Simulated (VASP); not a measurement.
Runs of VASP 6.6.1 on TiAl3. The structure is that of space group Pm-3m (No. 221), or close to it. The cells are those of the table. 

```csv
task,spin,cell,k mesh,cutoff (eV),gap on the mesh (eV),pressure (GPa)
single point,off,"a = 3.848 Å, 4 atoms",4 × 4 × 4,520,none,13.2
single point,off,"a = 4.019 Å, 4 atoms",12 × 12 × 12,520,none,(b)
single point,off,"a = 3.980 Å, 4 atoms",12 × 12 × 12,520,none,0.0
single point,off,"a = 3.939 Å, 4 atoms",12 × 12 × 12,520,none,3.4
relaxation of cell and atoms,off,"relaxed from a = 3.848 Å, 4 atoms",4 × 4 × 4,600,none,0.0
single point,off,"a = 3.981 Å, 4 atoms",4 × 4 × 4,520,none,0.0
single point,"collinear, ferromagnetic start","a = 3.981 Å, 4 atoms",4 × 4 × 4,520,none,0.0
single point,off,"a = 3.814 Å, 4 atoms",12 × 12 × 12,520,none,17.6
single point,off,"a = 4.058 Å, 4 atoms",12 × 12 × 12,520,none,-5.7
single point,off,"a = 3.898 Å, 4 atoms",12 × 12 × 12,520,none,7.4
single point,off,"a = 3.857 Å, 4 atoms",12 × 12 × 12,520,none,(a)
```

Alike in all rows: level PBE; potentials or basis VASP PAW PBE potentials, release 64 (Ti_sv, Al); smearing gaussian 0.1 eV.

Question: Fill in the values left out.

Answer: (a) 12.1; (b) -3.0.

Caveats: some runs use coarse meshes.

A gap of «none» marks levels without a gap at the run's occupations.
